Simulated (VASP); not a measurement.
# La2GaP3 (C2/m) in VASP: single point with PBEsol

Aim: the single point of La2GaP3 with PBEsol.

All numbers are computed with VASP 6.6.1; they aren't measurements. Logs are shortened: lines on timing, memory, paths and dates and some standing lists are left out, and cuts for length are marked.

## (1) The cell of the first run

It takes space group C2/m (No. 12, monoclinic). The conventional cell has a = 12.112 Å, b = 6.047 Å, c = 4.062 Å, α = 90.00°, β = 103.89°, γ = 90.00°. La (site symmetry m) has 6 P at 2.80 to 3.05 Å within 3.7 Å. Ga (site symmetry 2/m) has 6 P at 2.38 to 3.02 Å within 3.2 Å. Within 3.2 Å of P (site symmetry m) lie 2 Ga at 2.38 to 2.97 Å and 4 La at 2.88 to 3.05 Å. P (site symmetry 2/m) has 4 La at 2.80 to 2.92 Å and 2 Ga at 3.02 Å within 3.7 Å.

## (2) Single point, PBEsol

Contents of INCAR:

```
SYSTEM = La2GaP3
  PREC = Accurate
  ENCUT = 520
  EDIFF = 1E-6
  ISMEAR = -1
  SIGMA = 0.03
  LREAL = .False.
  LASPH = .True.
  NELM = 100
  ALGO = Normal
  ISIF = 2
  LWAVE = .False.
  LCHARG = .False.
  GGA = PS
  NBANDS = 34
```

Contents of KPOINTS:

```
Automatic mesh
0
Gamma
  4 4 6
  0 0 0
```

Contents of POSCAR:

```
La2GaP3
1.0
    6.0187373844     -3.0234050211     -0.6706220923
    6.0187373844      3.0234050211     -0.6706220923
   -0.5325396751      0.0000000000      4.0266233771
La Ga P
2 1 3
Direct
    0.6710854147      0.6710854147      0.6439546698
    0.3289145853      0.3289145853      0.3560453302
    0.0000000000      0.0000000000      0.0000000000
    0.8530254567      0.8530254567      0.2993400290
    0.5000000000      0.5000000000      0.0000000000
    0.1469745433      0.1469745433      0.7006599710
```

Potentials or basis: VASP PAW PBE potentials, release 64 (La, Ga_d, P).

Launch:

```
$ cat potpaw_PBE.64/La/POTCAR potpaw_PBE.64/Ga_d/POTCAR potpaw_PBE.64/P/POTCAR > POTCAR
$ mpirun -np 1 vasp_std > vasp.out
```

OUTCAR:

```text
SYSTEM = La2GaP3
   PREC = Accurate
   ENCUT = 520
   EDIFF = 1E-6
   ISMEAR = -1
   LREAL = .False.
   LASPH = .True.
   NELM = 100
   ISIF = 2
   GGA = PS

 ion  position               nearest neighbor table
   1  0.671  0.671  0.644-   5 2.80   4 2.88   5 2.92   4 3.02   6 3.05   6 3.05
   2  0.329  0.329  0.356-   5 2.80   6 2.88   5 2.92   6 3.02   4 3.05   4 3.05
   3  0.000  0.000  0.000-   4 2.38   6 2.38
   4  0.853  0.853  0.299-   3 2.38   1 2.88   1 3.02   2 3.05   2 3.05
   5  0.500  0.500  0.000-   1 2.80   2 2.80   1 2.92   2 2.92
   6  0.147  0.147  0.701-   3 2.38   2 2.88   2 3.02   1 3.05   1 3.05

  LATTYP: Found a base centered monoclinic cell.
 ALAT       =    12.1119665939
 B/A-ratio  =     0.4992426288
 C/A-ratio  =     0.3353448932
 COS(beta)  =    -0.2400877414

  Lattice vectors:

 A1 = (   6.0187373844,  -3.0234050211,  -0.6706220923)
 A2 = (   6.0187373844,   3.0234050211,  -0.6706220923)
 A3 = (  -0.5325396751,   0.0000000000,   4.0266233771)

Analysis of symmetry for initial positions (statically):
=====================================================================
 Subroutine PRICEL returns:
 Original cell was already a primitive cell.

 Routine SETGRP: Setting up the symmetry group for a
 base centered monoclinic supercell.

 Subroutine GETGRP returns: Found  4 space group operations
 (whereof  4 operations were pure point group operations)
 out of a pool of  4 trial point group operations.

The static configuration has the point symmetry C_2h.

Analysis of symmetry for dynamics (positions and initial velocities):
=====================================================================
 Subroutine PRICEL returns:
 Original cell was already a primitive cell.

 Routine SETGRP: Setting up the symmetry group for a
 base centered monoclinic supercell.

 Subroutine GETGRP returns: Found  4 space group operations
 (whereof  4 operations were pure point group operations)
 out of a pool of  4 trial point group operations.

The dynamic configuration has the point symmetry C_2h.

 Subroutine INISYM returns: Found  4 space group operations
 (whereof  4 operations are pure point group operations),
 and found     1 'primitive' translations

----------------------------------------------------------------------------------------

                                     Primitive cell

  volume of cell :     144.3861

  direct lattice vectors                    reciprocal lattice vectors
[... 92 lines left out ...]
   LASPH  =      T    aspherical Exc in radial PAW
   ENCUT  =  520.0 eV  38.22 Ry    6.18 a.u.  12.59 12.59  7.55*2*pi/ulx,y,z
   NELM   =    100;   NELMIN=  2; NELMDL= -5     # of ELM steps
   EDIFF  = 0.1E-05   stopping-criterion for ELM
   LREAL  =      F    real-space projection
   EDIFFG = 0.1E-04   stopping-criterion for IOM
   NSW    =      0    number of steps for IOM
   IBRION =     -1    ionic relax: 0-MD 1-quasi-New 2-CG
   NFREE  =      0    steps in history (QN), initial steepest desc. (CG)
   ISIF   =      2    stress and relaxation
   ISYM   =      2    0-nonsym 1-usesym 2-fastsym
   POTIM  = 0.5000    time-step for ionic-motion
   TEBEG  =    0.0;   TEEND  =   0.0 temperature during run
   PSTRESS=    0.0 pullay stress
   NELECT =      50.0000    total number of electrons
   NUPDOWN=      -1.0000    fix difference up-down
   EMIN   =  10.00;   EMAX   =-10.00  energy-range for DOS
   EFERMI =   0.00;   METHOD = LEGACY
   ISMEAR =    -1;   SIGMA  =   0.03  broadening in eV -4-tet -1-fermi 0-gaus
   EFERMI_NEDOS =   21; number of points for ismear=-14 and -15
   IALGO  =     38    algorithm
   IMIX   =      4    mixing-type and parameters
     AMIX     =   0.40;   BMIX     =  1.00
     AMIX_MAG =   1.60;   BMIX_MAG =  1.00
  volume/ion in A,a.u.               =      24.06       162.39
  Fermi-wavevector in a.u.,A,eV,Ry     =   1.149626  2.172477 17.981989  1.321639
  Thomas-Fermi vector in A             =   2.286294
   LORBIT       =      0    0 simple, 1 ext, 2 COOP (PROOUT), +10 PAW based schemes
   GGA     = PS    functional components
   LHFCALC =     F    Hartree Fock is set to
   AEXX    =    0.0000 exact exchange contribution
   IVDW    =     0    specifies the selected vdW correction
   LEPSILON=     F    determine dielectric tensor
   LRPA    =     F    only Hartree local field effects (RPA)
 non-spin polarized calculation
  energy-cutoff  :      520.00
  volume of cell :      144.39
 maximum number of plane-waves:      3915
   NGX = 25   NGY = 25   NGZ = 15

 number of electron      49.9999999 magnetization

 Free energy of the ion-electron system (eV)
  ---------------------------------------------------
  ext. energy  EPLUGINS =         0.00000000
  ---------------------------------------------------
  free energy    TOTEN  =       -36.41097936 eV

  energy without entropy =      -36.40965794  energy(sigma->0) =      -36.41031865

 E-fermi :   6.5279     XC(G=0): -10.1167

 val. band max:        6.4960683259   @ k =   0.5000   0.5000  -0.0000
 cond. band min:       6.5597053579   @ k =   0.0000   0.0000   0.0000
 fundamental gap:      0.0636370320
 Fermi energy:         6.5278572172

 k-point     1 :       0.0000    0.0000    0.0000
  band No.  band energies     occupation
      1     -25.4135      2.00000
      2     -25.3342      2.00000
      3      -9.6300      2.00000
      4      -9.4436      2.00000
      5      -9.2164      2.00000
      6      -9.0265      2.00000
[... 877 lines left out ...]
     33       9.3768      0.00000
     34       9.4517      0.00000

 [... further k-points ...]
[... 5 lines left out ...]
  --------------------------------------------------------------------------------------
  -------------------------------------------------------------------------------------
  Total       -0.0437376     -0.0056152     -0.0232331      0.0000000      0.0000000      0.0221024
  in kB       -0.4853334     -0.0623088     -0.2578058      0.0000000      0.0000000      0.2452587
  external PRESSURE =      -0.2684827 kB  Pullay stress =       0.0000000 kB

 VOLUME and BASIS-vectors are now :
 -----------------------------------------------------------------------------
  energy-cutoff  :      520.00
  volume of cell :      144.39
      direct lattice vectors                 reciprocal lattice vectors
     6.018737384 -3.023405021 -0.670622092     0.084316399 -0.165376454  0.011151236
     6.018737384  3.023405021 -0.670622092     0.084316399  0.165376454  0.011151236
    -0.532539675  0.000000000  4.026623377     0.028085289  0.000000000  0.252061451

 POSITION                                       TOTAL-FORCE (eV/Angst)
 -----------------------------------------------------------------------------------
      7.73524      0.00000      1.69287        -0.003101      0.000000      0.002422
      3.76969      0.00000      0.99251         0.003101      0.000000     -0.002422
      0.00000      0.00000      0.00000        -0.000000      0.000000      0.000000
     10.10886      0.00000      0.06121         0.005767      0.000000     -0.005197
      6.01874      0.00000     -0.67062        -0.000000      0.000000      0.000000
      1.39607      0.00000      2.62417        -0.005767      0.000000      0.005197
 -----------------------------------------------------------------------------------
    total drift:                               -0.000000      0.000000     -0.000000

  FREE ENERGIE OF THE ION-ELECTRON SYSTEM (eV)
  ---------------------------------------------------
  free  energy   TOTEN  =       -36.4109793617 eV

  energy  without entropy=      -36.4096579437  energy(sigma->0) =      -36.41031865
```

OSZICAR:

```text
N       E                     dE             d eps       ncg     rms          rms(c)
DAV:   1     0.488541740157E+03    0.48854E+03   -0.19640E+04  2424   0.206E+03
DAV:   2     0.789189127203E+02   -0.40962E+03   -0.38627E+03  2848   0.376E+02
DAV:   3    -0.238650493446E+02   -0.10278E+03   -0.98576E+02  3408   0.191E+02
DAV:   4    -0.365647405737E+02   -0.12700E+02   -0.11580E+02  4234   0.595E+01
DAV:   5    -0.376976153639E+02   -0.11329E+01   -0.11274E+01  4174   0.178E+01    0.750E+00
DAV:   6    -0.364750959507E+02    0.12225E+01   -0.49727E+00  3832   0.173E+01    0.415E+00
DAV:   7    -0.364162423405E+02    0.58854E-01   -0.15825E+00  3728   0.686E+00    0.208E+00
DAV:   8    -0.364105843597E+02    0.56580E-02   -0.20391E-01  4112   0.402E+00    0.972E-01
DAV:   9    -0.364108979910E+02   -0.31363E-03   -0.22907E-02  3728   0.124E+00    0.161E-01
DAV:  10    -0.364108674719E+02    0.30519E-04   -0.46815E-03  4272   0.583E-01    0.988E-02
DAV:  11    -0.364109419522E+02   -0.74480E-04   -0.76702E-04  3776   0.161E-01    0.474E-02
DAV:  12    -0.364109748993E+02   -0.32947E-04   -0.16812E-04  4288   0.893E-02    0.268E-02
DAV:  13    -0.364109778937E+02   -0.29944E-05   -0.31587E-05  3992   0.312E-02    0.112E-02
DAV:  14    -0.364109789683E+02   -0.10746E-05   -0.67756E-06  3800   0.161E-02    0.500E-03
DAV:  15    -0.364109793617E+02   -0.39339E-06   -0.13008E-06  2528   0.883E-03
   1 F= -.36410979E+02 E0= -.36410319E+02  d E =-.132142E-02
```

stdout:

```text
POSCAR found type information on POSCAR LaGaP
 POSCAR found :  3 types and       6 ions
 scaLAPACK will be used
 -----------------------------------------------------------------------------
|                                                                             |
|                                                                             |
|     You enforced a specific xc type in the INCAR file but a different       |
|     I HOPE YOU KNOW WHAT YOU ARE DOING!                                     |
|                                                                             |
 -----------------------------------------------------------------------------

 LDA part: xc-table for (Slater+PW92), standard interpolation
 POSCAR, INCAR and KPOINTS ok, starting setup
 FFT: planning ... GRIDC
 FFT: planning ... GRID_SOFT
 FFT: planning ... GRID
 WAVECAR not read
 entering main loop
```

Run time: 6 min. Hardware: 1 thread of Oxide Virtual Turin-like, shared host; peak memory 0.34 GiB.

Results:

- Free energy: -36.4110 eV
- Pressure: 0.0 GPa
- Largest force: 0.008 eV/Å
- Band gap on the k mesh: zero (band 25 reaches 6.56 eV, above the bottom of band 26 at 6.50 eV)

Forces in eV/Å, atoms in the order of the input:
```
La  -0.003  0.000  0.002
La   0.003  0.000 -0.002
Ga   0.000  0.000  0.000
P    0.006  0.000 -0.005
P    0.000  0.000  0.000
P   -0.006  0.000  0.005
```

Caveat: the PAW data sets were made with another functional, which shifts forces and pressure a little; spin-orbit coupling is left out, which moves the levels of the heavy elements.
